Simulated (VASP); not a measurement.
**MnZn: single point with LDA**

Crystal: MnZn.

```
Mn Zn
1.0
     3.07000    0.00000    0.00000
     0.00000    3.07000    0.00000
     0.00000    0.00000    3.07000
Mn Zn
1 1
Direct
  0.00000 0.00000 0.00000
  0.50000 0.50000 0.50000
```

```json
{
  "Program": "VASP 6.6.1",
  "Task": "single point",
  "Functional": "LDA",
  "Potentials or basis": "VASP PAW LDA potentials, release 64 (Mn_pv, Zn)",
  "Cutoff": "520 eV",
  "k mesh": "7 × 7 × 7",
  "Occupations": "gaussian, width 0.1 eV",
  "Spin": "collinear spin, ferromagnetic start",
  "Starting moments": "[4.1, 0.02] μB",
  "Fixed moment": "4 μB"
}
```

The pressure is -7.3 GPa, the net moment is 4.00 μB per cell and the site moments are Mn +3.73; Zn +0.01 μB. The valence electrons inside the program's atomic spheres are Mn 11.52; Zn 10.88.

It took 31 s on 1 thread of Intel Xeon 8259CL, with other jobs on the host, peak memory 0.14 GiB.

Caveat: the cell stands under tension; the total moment is fixed, so each spin has its own Fermi level.
